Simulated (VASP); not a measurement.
**CdS: single point with PBE**

Crystal: CdS.

```
Cd S
1.0
     0.00000    3.02878    3.02878
     3.02878    0.00000    3.02878
     3.02878    3.02878    0.00000
Cd S
1 1
Cartesian
  0.0000 0.0000 0.0000
  1.5144 1.5144 1.5144
```

```json
{"Program": "VASP 6.6.1", "Task": "single point", "Functional": "PBE", "Potentials or basis": "VASP PAW PBE potentials, release 64 (Cd, S)", "Cutoff": "520 eV", "k mesh": "8 × 8 × 8", "Occupations": "gaussian, width 0.05 eV", "Spin": "no spin polarisation", "Dipole correction": "no", "Further INCAR settings": "ALGO = Normal; EDIFF = 1e-06; NBANDS = 16"}
```

| Property | Result |
| --- | --- |
| Pressure | -2.8 GPa |
| Band gap on the k mesh | 0.89 eV, direct |

Levels at points of the mesh, in eV from the valence-band top:
```tsv
k point	band 6	band 7	band 8	band 9	band 10	band 11	band 12	band 13
(0.00, 0.00, 0.00)	-7.05	0.00	0.00	0.00	0.89	6.54	6.54	6.54
(0.50, 0.00, 0.00)	-6.76	-3.77	-0.60	-0.60	2.82	6.98	6.98	7.11
(0.50, 0.50, 0.00)	-6.71	-3.48	-1.52	-1.52	3.72	4.16	8.79	10.10
```

It took 30 s on 1 thread of Intel(R) Xeon(R) Platinum 8488C (Sapphire Rapids), with other jobs on the host, peak memory 0.18 GiB.

As with any semilocal functional, this PBE gap is likely too small.
